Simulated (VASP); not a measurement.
# CdH2O2 (P-3m1) in VASP: a series of runs

CdH2O2 is run at these levels: PBEsol; tasks: single point.

All numbers are computed with VASP 6.6.1; they aren't measurements. Logs are shortened: lines on timing, memory, paths and dates and some standing lists are left out, and cuts for length are marked.

### Step 1. The cell of the first run

It takes space group P-3m1 (No. 164, trigonal). Conventional cell: a = 3.410 Å, b = 3.410 Å, c = 4.504 Å, α = 90.00°, β = 90.00°, γ = 120.00°. Cd (site symmetry -3m) has 6 O at 2.25 Å and 6 H at 2.82 Å within 3.0 Å. H (site symmetry 3m) has 1 O at 0.94 Å within 1.3 Å. O (site symmetry 3m) has 1 H at 0.94 Å within 1.3 Å.

### Step 2. Single point, PBEsol (strain -0.030 along x and y, -0.030 along z)

The input, INCAR:

```
PREC = Accurate
ENCUT = 520
EDIFF = 1E-6
ISMEAR = 0
SIGMA = 0.05
LREAL = False
LASPH = True
NELM = 60
ALGO = Normal
ISIF = 2
LWAVE = False
LCHARG = False
GGA = PS
NBANDS = 21
```

The input, KPOINTS:

```
Automatic mesh
0
Gamma
  9 9 6
```

The input, POSCAR:

```
CdH2O2
1.0
    3.4100601858      0.0000000000      0.0000000000
   -1.7050300929      2.9531987493      0.0000000000
    0.0000000000      0.0000000000      4.5036899113
Cd H O
1 2 2
Direct
    0.0000000000      0.0000000000      0.0000000000
    0.6666666667      0.3333333333      0.5509607200
    0.3333333333      0.6666666667      0.4490392800
    0.6666666667      0.3333333333      0.7593720000
    0.3333333333      0.6666666667      0.2406280000
```

Potentials or basis: VASP PAW PBE potentials, release 64 (Cd, H, O).

On the command line:

```bash
$ cat potpaw_PBE.64/Cd/POTCAR potpaw_PBE.64/H/POTCAR potpaw_PBE.64/O/POTCAR > POTCAR
$ mpirun -np 1 vasp_std > vasp.out
```

OUTCAR:

```text
PREC = Accurate
   ENCUT = 520
   EDIFF = 1E-6
   ISMEAR = 0
   LREAL = False
   LASPH = True
   NELM = 60
   ISIF = 2
   GGA = PS

 ion  position               nearest neighbor table
   1  0.000  0.000  0.000-   4 2.25   5 2.25   5 2.25   4 2.25   4 2.25   5 2.25
   2  0.667  0.333  0.551-   4 0.94
   3  0.333  0.667  0.449-   5 0.94
   4  0.667  0.333  0.759-   2 0.94   1 2.25   1 2.25   1 2.25
   5  0.333  0.667  0.241-   3 0.94   1 2.25   1 2.25   1 2.25

  LATTYP: Found a hexagonal cell.
 ALAT       =     3.4100601858
 C/A-ratio  =     1.3207068691

  Lattice vectors:

 A1 = (   3.4100601858,   0.0000000000,   0.0000000000)
 A2 = (  -1.7050300929,   2.9531987493,   0.0000000000)
 A3 = (   0.0000000000,   0.0000000000,   4.5036899113)

Analysis of symmetry for initial positions (statically):
=====================================================================
 Subroutine PRICEL returns:
 Original cell was already a primitive cell.

 Routine SETGRP: Setting up the symmetry group for a
 hexagonal supercell.

 Subroutine GETGRP returns: Found 12 space group operations
 (whereof 12 operations were pure point group operations)
 out of a pool of 24 trial point group operations.

The static configuration has the point symmetry D_3d.

Analysis of symmetry for dynamics (positions and initial velocities):
=====================================================================
 Subroutine PRICEL returns:
 Original cell was already a primitive cell.

 Routine SETGRP: Setting up the symmetry group for a
 hexagonal supercell.

 Subroutine GETGRP returns: Found 12 space group operations
 (whereof 12 operations were pure point group operations)
 out of a pool of 24 trial point group operations.

The dynamic configuration has the point symmetry D_3d.

 Subroutine INISYM returns: Found 12 space group operations
 (whereof 12 operations are pure point group operations),
 and found     1 'primitive' translations

----------------------------------------------------------------------------------------

                                     Primitive cell

  volume of cell :      45.3548

  direct lattice vectors                    reciprocal lattice vectors
     3.410060186  0.000000000  0.000000000     0.293249956  0.169307941  0.000000000
    -1.705030093  2.953198749  0.000000000     0.000000000  0.338615882  0.000000000
     0.000000000  0.000000000  4.503689911     0.000000000  0.000000000  0.222040154

  length of vectors
     3.410060186  3.410060186  4.503689911     0.338615882  0.338615882  0.222040154

  position of ions in fractional coordinates (direct lattice)
     0.000000000  0.000000000  0.000000000
     0.666666667  0.333333333  0.550960720
     0.333333333  0.666666667  0.449039280
     0.666666667  0.333333333  0.759372000
     0.333333333  0.666666667  0.240628000

  ion indices of the primitive-cell ions
   primitive index   ion index
                 1           1
                 2           2
                 3           3
                 4           4
                 5           5

----------------------------------------------------------------------------------------

 KPOINTS: Automatic mesh

Automatic generation of k-mesh.
 Grid dimensions read from file:
 generate k-points for:    9    9    6

 Generating k-lattice:

  Cartesian coordinates                     Fractional coordinates (reciprocal lattice)
     0.032583328  0.018811993  0.000000000     0.111111111  0.000000000  0.000000000
     0.000000000  0.037623987  0.000000000     0.000000000  0.111111111  0.000000000
     0.000000000  0.000000000  0.037006692     0.000000000  0.000000000  0.166666667

  Length of vectors
     0.037623987  0.037623987  0.037006692

  Shift w.r.t. Gamma in fractional coordinates (k-lattice)
     0.000000000  0.000000000  0.000000000

 Subroutine IBZKPT returns following result:
 ===========================================

 Found     62 irreducible k-points:

 Following reciprocal coordinates:
            Coordinates               Weight
  0.000000  0.000000  0.000000      1.000000
  0.111111  0.000000  0.000000      6.000000
  0.222222  0.000000  0.000000      6.000000
  0.333333  0.000000  0.000000      6.000000
  0.444444  0.000000  0.000000      6.000000
  0.111111  0.111111  0.000000      6.000000
[... 16 lines left out ...]
  0.222222  0.111111  0.166667     12.000000
 -0.111111  0.333333  0.166667     12.000000
 [... further k-points ...]
   k-points           NKPTS =     62   k-points in BZ     NKDIM =     62   number of bands    NBANDS=     21
   number of dos      NEDOS =    301   number of ions     NIONS =      5
   total plane-waves  NPLWV =  28224
   dimension x,y,z NGX =    28 NGY =   28 NGZ =   36
   dimension x,y,z NGXF=    56 NGYF=   56 NGZF=   72
   ions per type =               1   2   2
   NGX,Y,Z   is equivalent  to a cutoff of  13.65, 13.65, 13.29 a.u.
   NGXF,Y,Z  is equivalent  to a cutoff of  27.30, 27.30, 26.58 a.u.
 SYSTEM =  unknown system
   PREC   = accura    normal or accurate (medium, high low for compatibility)
   ISTART =      0    job   : 0-new  1-cont  2-samecut
   ICHARG =      2    charge: 1-file 2-atom 10-const
   ISPIN  =      1    spin polarized calculation?
   LNONCOLLINEAR =      F non collinear calculations
   LSORBIT =      F    spin-orbit coupling
   LASPH  =      T    aspherical Exc in radial PAW
   ENCUT  =  520.0 eV  38.22 Ry    6.18 a.u.   6.34  6.34  8.37*2*pi/ulx,y,z
   NELM   =     60;   NELMIN=  2; NELMDL= -5     # of ELM steps
   EDIFF  = 0.1E-05   stopping-criterion for ELM
   LREAL  =      F    real-space projection
   EDIFFG = 0.1E-04   stopping-criterion for IOM
   NSW    =      0    number of steps for IOM
   IBRION =     -1    ionic relax: 0-MD 1-quasi-New 2-CG
   NFREE  =      0    steps in history (QN), initial steepest desc. (CG)
   ISIF   =      2    stress and relaxation
   ISYM   =      2    0-nonsym 1-usesym 2-fastsym
   POTIM  = 0.5000    time-step for ionic-motion
   TEBEG  =    0.0;   TEEND  =   0.0 temperature during run
   PSTRESS=    0.0 pullay stress
   NELECT =      26.0000    total number of electrons
   NUPDOWN=      -1.0000    fix difference up-down
   EMIN   =  10.00;   EMAX   =-10.00  energy-range for DOS
   EFERMI =   0.00;   METHOD = LEGACY
   ISMEAR =     0;   SIGMA  =   0.05  broadening in eV -4-tet -1-fermi 0-gaus
   EFERMI_NEDOS =   21; number of points for ismear=-14 and -15
   IALGO  =     38    algorithm
   IMIX   =      4    mixing-type and parameters
     AMIX     =   0.40;   BMIX     =  1.00
     AMIX_MAG =   1.60;   BMIX_MAG =  1.00
  volume/ion in A,a.u.               =       9.07        61.21
  Fermi-wavevector in a.u.,A,eV,Ry     =   1.359956  2.569944 25.163710  1.849481
  Thomas-Fermi vector in A             =   2.486660
   LORBIT       =      0    0 simple, 1 ext, 2 COOP (PROOUT), +10 PAW based schemes
   GGA     = PS    functional components
   LHFCALC =     F    Hartree Fock is set to
   AEXX    =    0.0000 exact exchange contribution
   IVDW    =     0    specifies the selected vdW correction
   LEPSILON=     F    determine dielectric tensor
   LRPA    =     F    only Hartree local field effects (RPA)
 non-spin polarized calculation
 Gauss-broadening in eV      SIGMA  =   0.05
  energy-cutoff  :      520.00
  volume of cell :       45.35
 maximum number of plane-waves:      1241
 NGX is ok and might be reduce to    28
   NGX = 13   NGY = 13   NGZ = 17

 number of electron      26.0000009 magnetization

 Free energy of the ion-electron system (eV)
  ---------------------------------------------------
  ext. energy  EPLUGINS =         0.00000000
  ---------------------------------------------------
  free energy    TOTEN  =       -23.29282411 eV

  energy without entropy =      -23.29282411  energy(sigma->0) =      -23.29282411

 E-fermi :   0.8399     XC(G=0): -10.6794

 val. band max:        0.6156383215   @ k =   0.4444   0.0000   0.0000
 cond. band min:       2.4686651745   @ k =   0.0000   0.0000   0.0000
 fundamental gap:      1.8530268530
 Fermi energy:         0.8399170084

 k-point     1 :       0.0000    0.0000    0.0000
  band No.  band energies     occupation
      1     -18.5940      2.00000
      2     -17.3357      2.00000
      3      -7.6666      2.00000
      4      -6.0515      2.00000
      5      -6.0515      2.00000
      6      -5.0358      2.00000
[... 13 lines left out ...]
     20      16.3755      0.00000
     21      18.3439      0.00000

 k-point     2 :       0.1111    0.0000    0.0000
  band No.  band energies     occupation
      1     -18.5351      2.00000
      2     -17.3605      2.00000
      3      -7.5359      2.00000
      4      -6.0828      2.00000
      5      -5.9861      2.00000
      6      -5.0910      2.00000
[... 13 lines left out ...]
     20      16.6444      0.00000
     21      17.8621      0.00000

 k-point     3 :       0.2222    0.0000    0.0000
  band No.  band energies     occupation
      1     -18.3758      2.00000
      2     -17.4312      2.00000
      3      -7.1886      2.00000
      4      -6.1389      2.00000
      5      -5.8339      2.00000
      6      -5.2742      2.00000
[... 13 lines left out ...]
     20      15.5719      0.00000
     21      16.6580      0.00000

 k-point     4 :       0.3333    0.0000    0.0000
  band No.  band energies     occupation
      1     -18.1621      2.00000
      2     -17.5374      2.00000
      3      -6.8179      2.00000
      4      -6.0655      2.00000
      5      -5.7209      2.00000
      6      -5.5584      2.00000
[... 13 lines left out ...]
     20      14.9340      0.00000
     21      15.9147      0.00000

 k-point     5 :       0.4444    0.0000    0.0000
  band No.  band energies     occupation
      1     -17.9667      2.00000
      2     -17.6592      2.00000
      3      -6.6969      2.00000
      4      -5.8026      2.00000
      5      -5.7043      2.00000
      6      -5.6984      2.00000
[... 13 lines left out ...]
     20      14.7489      0.00000
     21      15.9187      0.00000

 k-point     6 :       0.1111    0.1111    0.0000
  band No.  band energies     occupation
      1     -18.4262      2.00000
      2     -17.4081      2.00000
      3      -7.2943      2.00000
      4      -6.1440      2.00000
      5      -5.8650      2.00000
      6      -5.1873      2.00000
[... 13 lines left out ...]
     20      16.1368      0.00000
     21      17.0078      0.00000

 k-point     7 :       0.2222    0.1111    0.0000
  band No.  band energies     occupation
      1     -18.2402      2.00000
      2     -17.4947      2.00000
      3      -6.9086      2.00000
      4      -6.2129      2.00000
      5      -5.7105      2.00000
      6      -5.3899      2.00000
[... 13 lines left out ...]
     20      14.9440      0.00000
     21      16.2235      0.00000
[... 291 lines left out ...]
      1     -17.9385      2.00000
      2     -17.6836      2.00000
      3      -6.7157      2.00000
      4      -5.9746      2.00000
      5      -5.7135      2.00000
      6      -5.5579      2.00000
[... 13 lines left out ...]
     20      14.7197      0.00000
     21      15.9951      0.00000

 k-point    21 :       0.0000    0.4444    0.1667
  band No.  band energies     occupation
      1     -17.9804      2.00000
      2     -17.6363      2.00000
      3      -6.8778      2.00000
      4      -6.0031      2.00000
      5      -5.7267      2.00000
      6      -5.4085      2.00000
[... 13 lines left out ...]
     20      14.8524      0.00000
     21      15.8928      0.00000

 k-point    22 :       0.1111    0.1111    0.1667
  band No.  band energies     occupation
      1     -18.3708      2.00000
      2     -17.4730      2.00000
      3      -7.2257      2.00000
      4      -6.2022      2.00000
      5      -5.8676      2.00000
      6      -5.1891      2.00000
[... 13 lines left out ...]
     20      16.0295      0.00000
     21      17.3297      0.00000

 k-point    23 :       0.2222    0.1111    0.1667
  band No.  band energies     occupation
      1     -18.1920      2.00000
      2     -17.5464      2.00000
      3      -6.8062      2.00000
      4      -6.3606      2.00000
      5      -5.7181      2.00000
      6      -5.3411      2.00000
[... 13 lines left out ...]
     20      14.4566      0.00000
     21      16.6233      0.00000

 k-point    24 :      -0.1111    0.3333    0.1667
  band No.  band energies     occupation
      1     -18.2089      2.00000
      2     -17.5242      2.00000
      3      -6.9962      2.00000
      4      -6.2282      2.00000
      5      -5.7519      2.00000
      6      -5.3833      2.00000
[... 13 lines left out ...]
     20      15.1622      0.00000
     21      16.5742      0.00000

 [... further k-points ...]
[... 5 lines left out ...]
  --------------------------------------------------------------------------------------
  -------------------------------------------------------------------------------------
  Total        2.7130556      2.7130556      5.8436058      0.0000000     -0.0000000      0.0000000
  in kB       95.8398407     95.8398407    206.4278533      0.0000000     -0.0000000      0.0000000
  external PRESSURE =     132.7025116 kB  Pullay stress =       0.0000000 kB

 VOLUME and BASIS-vectors are now :
 -----------------------------------------------------------------------------
  energy-cutoff  :      520.00
  volume of cell :       45.35
      direct lattice vectors                 reciprocal lattice vectors
     3.410060186  0.000000000  0.000000000     0.293249956  0.169307941  0.000000000
    -1.705030093  2.953198749  0.000000000     0.000000000  0.338615882  0.000000000
     0.000000000  0.000000000  4.503689911     0.000000000  0.000000000  0.222040154

 POSITION                                       TOTAL-FORCE (eV/Angst)
 -----------------------------------------------------------------------------------
      0.00000      0.00000      0.00000         0.000000      0.000000      0.000000
      1.70503      0.98440      2.48136         0.000000     -0.000000     -2.229839
     -0.00000      1.96880      2.02233         0.000000      0.000000      2.229839
      1.70503      0.98440      3.41998         0.000000     -0.000000      1.615469
     -0.00000      1.96880      1.08371        -0.000000      0.000000     -1.615469
 -----------------------------------------------------------------------------------
    total drift:                                0.000000     -0.000000      0.000000

  FREE ENERGIE OF THE ION-ELECTRON SYSTEM (eV)
  ---------------------------------------------------
  free  energy   TOTEN  =       -23.2928241087 eV

  energy  without entropy=      -23.2928241087  energy(sigma->0) =      -23.29282411
```

Run time: 32 s. Hardware: 1 thread of Intel Xeon Platinum 8488C (Sapphire Rapids), shared host; peak memory 0.21 GiB.

What came out:

```
Free energy            : -23.2928 eV
Pressure               : 13.3 GPa
Largest force          : 2.230 eV/Å
Band gap on the k mesh : 1.85 eV, indirect (least direct gap 2.20 eV)
```

Forces on the atoms (eV/Å):
```
Cd   0.000  0.000  0.000
H    0.000  0.000 -2.230
H    0.000  0.000  2.230
O    0.000  0.000  1.615
O    0.000  0.000 -1.615
```

Stress tensor (GPa, compression positive):
```
 9.58  0.00  0.00
 0.00  9.58  0.00
 0.00  0.00 20.64
```

Levels at points of the mesh, in eV from the valence-band top:
```
           k point  band 10  band 11  band 12  band 13  band 14  band 15  band 16  band 17
(0.00, 0.00, 0.00)    -1.34    -1.34    -0.35    -0.35     1.85     6.07    10.68    13.31
(0.00, 0.00, 0.50)    -1.61    -1.61    -0.03    -0.03     4.31     4.84    11.45    11.70
```

Caveat: the cell differs from its parent crystal (strain -0.030 along x and y, -0.030 along z); the PAW data sets were made with another functional, which shifts forces and pressure a little. A k mesh can miss the band edges.

### Step 3. Single point, PBEsol (strain -0.030 along x and y, -0.015 along z)

The input, INCAR:

```
SYSTEM = CdH2O2
  PREC = Accurate
  ENCUT = 520
  EDIFF = 1E-7
  ISMEAR = 0
  SIGMA = 0.05
  LREAL = .FALSE.
  LASPH = .TRUE.
  NELM = 80
  ALGO = Normal
  ISIF = 2
  LWAVE = .FALSE.
  LCHARG = .FALSE.
  GGA = PS
  NBANDS = 21
```

The input, KPOINTS:

```
Automatic mesh
0
G
  9 9 6
  0 0 0
```

POSCAR: that of step 2 with these lines changed.

```diff
@@ -4,3 +4,3 @@
    -1.7050300929      2.9531987493      0.0000000000
-    0.0000000000      0.0000000000      4.5036899113
+    0.0000000000      0.0000000000      4.5733346006
 Cd H O
```

Potentials or basis: VASP PAW PBE potentials, release 64 (Cd, H, O).

On the command line:

```bash
$ cat potpaw_PBE.64/Cd/POTCAR potpaw_PBE.64/H/POTCAR potpaw_PBE.64/O/POTCAR > POTCAR
$ mpirun -np 1 vasp_std > vasp.out
```

Wall time 35 s (1 thread of Intel Xeon Platinum 8488C (Sapphire Rapids), shared host); peak memory 0.21 GiB.

Results (log left out):

| Property | Result |
| --- | --- |
| Free energy | -23.3681 eV |
| Pressure | 9.9 GPa |
| Largest force | 1.380 eV/Å |
| Band gap on the k mesh | 1.80 eV, indirect (least direct gap 2.13 eV) |

Forces on the atoms (eV/Å):
```
Cd   0.000  0.000  0.000
H    0.000  0.000 -1.380
H    0.000  0.000  1.380
O    0.000  0.000  0.891
O    0.000  0.000 -0.891
```

Stress tensor (GPa, compression positive):
```
 8.24  0.00  0.00
 0.00  8.24  0.00
 0.00  0.00 13.31
```

Levels at points of the mesh, in eV from the valence-band top:
| k point | band 11 | band 12 | band 13 | band 14 | band 15 | band 16 |
| --- | --- | --- | --- | --- | --- | --- |
| (0.00, 0.00, 0.00) | -1.28 | -0.33 | -0.33 | 1.80 | 6.08 | 10.39 |
| (0.00, 0.00, 0.50) | -1.54 | -0.03 | -0.03 | 4.33 | 4.72 | 11.20 |

Caveat: the cell differs from its parent crystal (strain -0.030 along x and y, -0.015 along z); the PAW data sets were made with another functional, which shifts forces and pressure a little. A k mesh can miss the band edges.

(Continued in part 2 of 2.)
